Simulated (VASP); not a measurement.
Runs of VASP 6.6.1 on Al3BP2. The structure is that of space group P-6m2 (No. 187), or close to it. The cells are those of the table. 

| task | cell | k mesh | cutoff (eV) | gap on the mesh (eV) | pressure (GPa) | largest force (eV/Å) |
| --- | --- | --- | --- | --- | --- | --- |
| relaxation of cell and atoms | relaxed from a = 3.895, b = 3.895, c = 7.843 Å, angles 90.0, 90.0, 120.0°, 6 atoms | 6 × 6 × 2 | 600 | none | 0.0 | 0.02 |
| single point | a = 4.423, b = 4.423, c = 8.815 Å, angles 90.0, 90.0, 120.0°, 6 atoms | 6 × 6 × 2 | 520 | none | 0.1 | 0.01 |
| single point | a = 4.357, b = 4.357, c = 8.821 Å, angles 90.0, 90.0, 120.0°, 6 atoms | 12 × 12 × 4 | 520 | none | -0.1 | 0.01 |
| single point | a = 3.895, b = 3.895, c = 7.843 Å, angles 90.0, 90.0, 120.0°, 6 atoms | 6 × 6 × 2 | 520 | none | (a) | 0.58 |

Alike in all rows: level PBE; potentials or basis VASP PAW PBE potentials, release 64 (Al, B, P); no spin polarisation; smearing gaussian 0.1 eV.

Problem. Estimate the missing entries.

Solution. (a) 32.5.

Caveats: some runs use coarse meshes.

A gap of «none» marks levels without a gap at the run's occupations.
